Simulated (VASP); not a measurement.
# B2W2S (P4/mbm) in VASP: single point with PBEsol

Aim: the single point of B2W2S with PBEsol.

Program: VASP 6.6.1. These are calculated values, not measurements. Logs are shortened: lines on timing, memory, paths and dates and some standing lists are left out, and cuts for length are marked.

## 1. The cell of the first run

Symmetry: P4/mbm, No. 127, tetragonal system. The conventional cell has a = 5.981 Å, b = 5.981 Å, c = 3.267 Å, α = 90.00°, β = 90.00°, γ = 90.00°. Within 3.2 Å of S (site symmetry 4/m) lie 4 B at 2.46 Å and 8 W at 2.73 Å. Within 2.3 Å of B (site symmetry m2m) lie 1 B at 1.73 Å. Within 3.2 Å of W (site symmetry m2m) lie 6 B at 2.41 to 2.45 Å and 4 S at 2.73 Å and 5 W at 3.08 to 3.10 Å.

## 2. Single point, PBEsol

INCAR

```
SYSTEM = B2W2S
PREC = Accurate ; ENCUT = 520
EDIFF = 1E-7 ; ISMEAR = -1
SIGMA = 0.1 ; LREAL = .False.
LASPH = .True. ; NELM = 60
ALGO = Normal ; ISIF = 2
LWAVE = .False. ; LCHARG = .False.
GGA = PS ; NBANDS = 51
```

KPOINTS

```
regular mesh
0
Gamma
  5 5 8
  0 0 0
```

POSCAR

```
B2W2S
1.0
    5.9811530000      0.0000000000      0.0000000000
    0.0000000000      5.9811530000      0.0000000000
    0.0000000000      0.0000000000      3.2665820000
S B W
2 4 4
Direct
    0.0000000000      0.0000000000      0.0000000000
    0.5000000000      0.5000000000      0.0000000000
    0.3974599362      0.8974599362      0.0000000000
    0.1025400638      0.3974599362      0.0000000000
    0.6025400638      0.1025400638      0.0000000000
    0.8974599362      0.6025400638      0.0000000000
    0.1820728467      0.6820728467      0.5000000000
    0.3179271533      0.1820728467      0.5000000000
    0.8179271533      0.3179271533      0.5000000000
    0.6820728467      0.8179271533      0.5000000000
```

Potentials or basis: VASP PAW PBE potentials, release 64 (S, B, W_sv).

Run with:

```
$ cat potpaw_PBE.64/S/POTCAR potpaw_PBE.64/B/POTCAR potpaw_PBE.64/W_sv/POTCAR > POTCAR
$ mpirun -np 1 vasp_std > vasp.out
```

OUTCAR:

```text
SYSTEM = B2W2S
   PREC = Accurate
   ENCUT = 520
   EDIFF = 1E-7
   ISMEAR = -1
   LREAL = .False.
   LASPH = .True.
   NELM = 60
   ISIF = 2
   GGA = PS

 ion  position               nearest neighbor table
   1  0.000  0.000  0.000-   3 2.46   4 2.46   5 2.46   6 2.46   7 2.73   8 2.73   9 2.73  10 2.73
                             7 2.73   8 2.73   9 2.73  10 2.73
   2  0.500  0.500  0.000-   3 2.46   4 2.46   5 2.46   6 2.46   7 2.73   8 2.73   9 2.73  10 2.73
                             7 2.73   8 2.73   9 2.73  10 2.73
   3  0.397  0.897  0.000-   5 1.73   8 2.41  10 2.41   8 2.41  10 2.41   7 2.45   7 2.45   2 2.46
                             1 2.46
   4  0.103  0.397  0.000-   6 1.73   7 2.41   9 2.41   7 2.41   9 2.41   8 2.45   8 2.45   2 2.46
                             1 2.46
   5  0.603  0.103  0.000-   3 1.73   8 2.41  10 2.41   8 2.41  10 2.41   9 2.45   9 2.45   2 2.46
                             1 2.46
   6  0.897  0.603  0.000-   4 1.73   7 2.41   9 2.41   7 2.41   9 2.41  10 2.45  10 2.45   2 2.46
                             1 2.46
   7  0.182  0.682  0.500-   4 2.41   6 2.41   4 2.41   6 2.41   3 2.45   3 2.45   2 2.73   2 2.73
                             1 2.73   1 2.73   9 3.08  10 3.10   8 3.10   8 3.10  10 3.10
   8  0.318  0.182  0.500-   3 2.41   5 2.41   3 2.41   5 2.41   4 2.45   4 2.45   2 2.73   2 2.73
                             1 2.73   1 2.73  10 3.08   7 3.10   9 3.10   7 3.10   9 3.10
   9  0.818  0.318  0.500-   4 2.41   6 2.41   4 2.41   6 2.41   5 2.45   5 2.45   2 2.73   2 2.73
                             1 2.73   1 2.73   7 3.08  10 3.10   8 3.10  10 3.10   8 3.10
  10  0.682  0.818  0.500-   3 2.41   5 2.41   3 2.41   5 2.41   6 2.45   6 2.45   2 2.73   2 2.73
                             1 2.73   1 2.73   8 3.08   9 3.10   7 3.10   9 3.10   7 3.10

  LATTYP: Found a simple tetragonal cell.
 ALAT       =     5.9811530000
 C/A-ratio  =     0.5461458685

  Lattice vectors:

 A1 = (   5.9811530000,   0.0000000000,   0.0000000000)
 A2 = (   0.0000000000,   5.9811530000,   0.0000000000)
 A3 = (   0.0000000000,   0.0000000000,   3.2665820000)

Analysis of symmetry for initial positions (statically):
=====================================================================
 Subroutine PRICEL returns:
 Original cell was already a primitive cell.

 Routine SETGRP: Setting up the symmetry group for a
 simple tetragonal supercell.

 Subroutine GETGRP returns: Found 16 space group operations
 (whereof  8 operations were pure point group operations)
 out of a pool of 16 trial point group operations.

The static configuration has the point symmetry C_4h.
 The point group associated with its full space group is D_4h.

Analysis of symmetry for dynamics (positions and initial velocities):
=====================================================================
 Subroutine PRICEL returns:
 Original cell was already a primitive cell.

 Routine SETGRP: Setting up the symmetry group for a
 simple tetragonal supercell.

 Subroutine GETGRP returns: Found 16 space group operations
 (whereof  8 operations were pure point group operations)
 out of a pool of 16 trial point group operations.

The dynamic configuration has the point symmetry C_4h.
 The point group associated with its full space group is D_4h.

 Subroutine INISYM returns: Found 16 space group operations
 (whereof  8 operations are pure point group operations),
 and found     1 'primitive' translations

----------------------------------------------------------------------------------------

                                     Primitive cell

  volume of cell :     116.8593

  direct lattice vectors                    reciprocal lattice vectors
     5.981153000  0.000000000  0.000000000     0.167191844  0.000000000  0.000000000
     0.000000000  5.981153000  0.000000000     0.000000000  0.167191844  0.000000000
     0.000000000  0.000000000  3.266582000     0.000000000  0.000000000  0.306130383

  length of vectors
     5.981153000  5.981153000  3.266582000     0.167191844  0.167191844  0.306130383

  position of ions in fractional coordinates (direct lattice)
     0.000000000  0.000000000  0.000000000
     0.500000000  0.500000000  0.000000000
     0.397459936  0.897459936  0.000000000
     0.102540064  0.397459936  0.000000000
     0.602540064  0.102540064  0.000000000
     0.897459936  0.602540064  0.000000000
     0.182072847  0.682072847  0.500000000
     0.317927153  0.182072847  0.500000000
     0.817927153  0.317927153  0.500000000
     0.682072847  0.817927153  0.500000000

  ion indices of the primitive-cell ions
   primitive index   ion index
                 1           1
                 2           2
                 3           3
                 4           4
                 5           5
                 6           6
                 7           7
                 8           8
                 9           9
                10          10

----------------------------------------------------------------------------------------

 KPOINTS: regular mesh

Automatic generation of k-mesh.
 Grid dimensions read from file:
 generate k-points for:    5    5    8

 Generating k-lattice:

  Cartesian coordinates                     Fractional coordinates (reciprocal lattice)
     0.033438369  0.000000000  0.000000000     0.200000000  0.000000000  0.000000000
     0.000000000  0.033438369  0.000000000     0.000000000  0.200000000  0.000000000
     0.000000000  0.000000000  0.038266298     0.000000000  0.000000000  0.125000000

  Length of vectors
     0.033438369  0.033438369  0.038266298

  Shift w.r.t. Gamma in fractional coordinates (k-lattice)
     0.000000000  0.000000000  0.000000000

 Subroutine IBZKPT returns following result:
 ===========================================

 Found     30 irreducible k-points:

 Following reciprocal coordinates:
            Coordinates               Weight
  0.000000  0.000000  0.000000      1.000000
  0.200000  0.000000  0.000000      4.000000
  0.400000  0.000000  0.000000      4.000000
  0.200000  0.200000  0.000000      4.000000
  0.400000  0.200000  0.000000      8.000000
  0.400000  0.400000  0.000000      4.000000
[... 16 lines left out ...]
  0.400000  0.200000  0.375000     16.000000
  0.400000  0.400000  0.375000      8.000000
 [... further k-points ...]
   k-points           NKPTS =     30   k-points in BZ     NKDIM =     30   number of bands    NBANDS=     51
   number of dos      NEDOS =    301   number of ions     NIONS =     10
   total plane-waves  NPLWV =  55296
   dimension x,y,z NGX =    48 NGY =   48 NGZ =   24
   dimension x,y,z NGXF=    96 NGYF=   96 NGZF=   48
   ions per type =               2   4   4
   NGX,Y,Z   is equivalent  to a cutoff of  13.34, 13.34, 12.21 a.u.
   NGXF,Y,Z  is equivalent  to a cutoff of  26.68, 26.68, 24.43 a.u.
 SYSTEM =  B2W2S
   PREC   = accura    normal or accurate (medium, high low for compatibility)
   ISTART =      0    job   : 0-new  1-cont  2-samecut
   ICHARG =      2    charge: 1-file 2-atom 10-const
   ISPIN  =      1    spin polarized calculation?
   LNONCOLLINEAR =      F non collinear calculations
   LSORBIT =      F    spin-orbit coupling
   LASPH  =      T    aspherical Exc in radial PAW
   ENCUT  =  520.0 eV  38.22 Ry    6.18 a.u.  11.12 11.12  6.07*2*pi/ulx,y,z
   NELM   =     60;   NELMIN=  2; NELMDL= -5     # of ELM steps
   EDIFF  = 0.1E-06   stopping-criterion for ELM
   LREAL  =      F    real-space projection
   EDIFFG = 0.1E-05   stopping-criterion for IOM
   NSW    =      0    number of steps for IOM
   IBRION =     -1    ionic relax: 0-MD 1-quasi-New 2-CG
   NFREE  =      0    steps in history (QN), initial steepest desc. (CG)
   ISIF   =      2    stress and relaxation
   ISYM   =      2    0-nonsym 1-usesym 2-fastsym
   POTIM  = 0.5000    time-step for ionic-motion
   TEBEG  =    0.0;   TEEND  =   0.0 temperature during run
   PSTRESS=    0.0 pullay stress
   NELECT =      80.0000    total number of electrons
   NUPDOWN=      -1.0000    fix difference up-down
   EMIN   =  10.00;   EMAX   =-10.00  energy-range for DOS
   EFERMI =   0.00;   METHOD = LEGACY
   ISMEAR =    -1;   SIGMA  =   0.10  broadening in eV -4-tet -1-fermi 0-gaus
   EFERMI_NEDOS =   21; number of points for ismear=-14 and -15
   IALGO  =     38    algorithm
   IMIX   =      4    mixing-type and parameters
     AMIX     =   0.40;   BMIX     =  1.00
     AMIX_MAG =   1.60;   BMIX_MAG =  1.00
  volume/ion in A,a.u.               =      11.69        78.86
  Fermi-wavevector in a.u.,A,eV,Ry     =   1.442836  2.726565 28.324286  2.081776
  Thomas-Fermi vector in A             =   2.561312
   LORBIT       =      0    0 simple, 1 ext, 2 COOP (PROOUT), +10 PAW based schemes
   GGA     = PS    functional components
   LHFCALC =     F    Hartree Fock is set to
   AEXX    =    0.0000 exact exchange contribution
   IVDW    =     0    specifies the selected vdW correction
   LEPSILON=     F    determine dielectric tensor
   LRPA    =     F    only Hartree local field effects (RPA)
 non-spin polarized calculation
  energy-cutoff  :      520.00
  volume of cell :      116.86
 maximum number of plane-waves:      3170
 NGX is ok and might be reduce to    48
   NGX = 23   NGY = 23   NGZ = 13

 number of electron      80.0000008 magnetization

 Free energy of the ion-electron system (eV)
  ---------------------------------------------------
  ext. energy  EPLUGINS =         0.00000000
  ---------------------------------------------------
  free energy    TOTEN  =       -89.62283997 eV

  energy without entropy =      -89.53402658  energy(sigma->0) =      -89.57843327

 E-fermi :  10.7832     XC(G=0): -13.0809

 val. band max:       10.7782207522   @ k =   0.4000   0.0000   0.1250
 cond. band min:      10.7959330994   @ k =   0.4000   0.2000   0.0000
 fundamental gap:      0.0177123472
 Fermi energy:        10.7831984019

 k-point     1 :       0.0000    0.0000    0.0000
  band No.  band energies     occupation
      1     -63.7659      2.00000
      2     -63.7474      2.00000
      3     -63.7474      2.00000
      4     -63.7422      2.00000
      5     -28.2174      2.00000
      6     -28.0493      2.00000
[... 1285 lines left out ...]
     50      13.9025      0.00000
     51      15.0561      0.00000

 [... further k-points ...]

------------------------ aborting loop because EDIFF is reached ----------------------------------------

  FORCE on cell =-STRESS in cart. coord.  units (eV):
  Direction    XX          YY          ZZ          XY          YZ          ZX
  --------------------------------------------------------------------------------------
  -------------------------------------------------------------------------------------
  Total       -8.1667623     -8.1667623    -25.5063823      0.0000000     -0.0000000      0.0000000
  in kB     -111.9688226   -111.9688226   -349.7003429      0.0000000     -0.0000000      0.0000000
  external PRESSURE =    -191.2126627 kB  Pullay stress =       0.0000000 kB

 VOLUME and BASIS-vectors are now :
 -----------------------------------------------------------------------------
  energy-cutoff  :      520.00
  volume of cell :      116.86
      direct lattice vectors                 reciprocal lattice vectors
     5.981153000  0.000000000  0.000000000     0.167191844  0.000000000  0.000000000
     0.000000000  5.981153000  0.000000000     0.000000000  0.167191844  0.000000000
     0.000000000  0.000000000  3.266582000     0.000000000  0.000000000  0.306130383

 POSITION                                       TOTAL-FORCE (eV/Angst)
 -----------------------------------------------------------------------------------
      0.00000      0.00000      0.00000         0.000000      0.000000     -0.000000
      2.99058      2.99058      0.00000         0.000000      0.000000     -0.000000
      2.37727      5.36785      0.00000        -0.006468     -0.006468     -0.000000
      0.61331      2.37727      0.00000         0.006468     -0.006468      0.000000
      3.60388      0.61331      0.00000         0.006468      0.006468     -0.000000
      5.36785      3.60388      0.00000        -0.006468      0.006468     -0.000000
      1.08901      4.07958      1.63329         0.001897      0.001897     -0.000000
      1.90157      1.08901      1.63329        -0.001897      0.001897     -0.000000
      4.89215      1.90157      1.63329        -0.001897     -0.001897     -0.000000
      4.07958      4.89215      1.63329         0.001897     -0.001897      0.000000
 -----------------------------------------------------------------------------------
    total drift:                                0.000000      0.000000     -0.000000

  FREE ENERGIE OF THE ION-ELECTRON SYSTEM (eV)
  ---------------------------------------------------
  free  energy   TOTEN  =       -89.6228399655 eV

  energy  without entropy=      -89.5340265821  energy(sigma->0) =      -89.57843327
```

Run time: 5.4 min. Hardware: 1 thread of Oxide Virtual Turin-like, shared host; peak memory 0.27 GiB.

What came out:

```
Free energy            : -89.6228 eV
Pressure               : -19.1 GPa
Largest force          : 0.009 eV/Å
Band gap on the k mesh : zero (band 40 reaches 11.02 eV, above the bottom of band 41 at 10.48 eV)
```

Forces on the atoms (eV/Å):
```
S    0.000  0.000  0.000
S    0.000  0.000  0.000
B   -0.006 -0.006  0.000
B    0.006 -0.006  0.000
B    0.006  0.006  0.000
B   -0.006  0.006  0.000
W    0.002  0.002  0.000
W   -0.002  0.002  0.000
W   -0.002 -0.002  0.000
W    0.002 -0.002  0.000
```

Caveat: the PAW data sets were made with another functional, which shifts forces and pressure a little; spin-orbit coupling is left out, which moves the levels of the heavy elements.
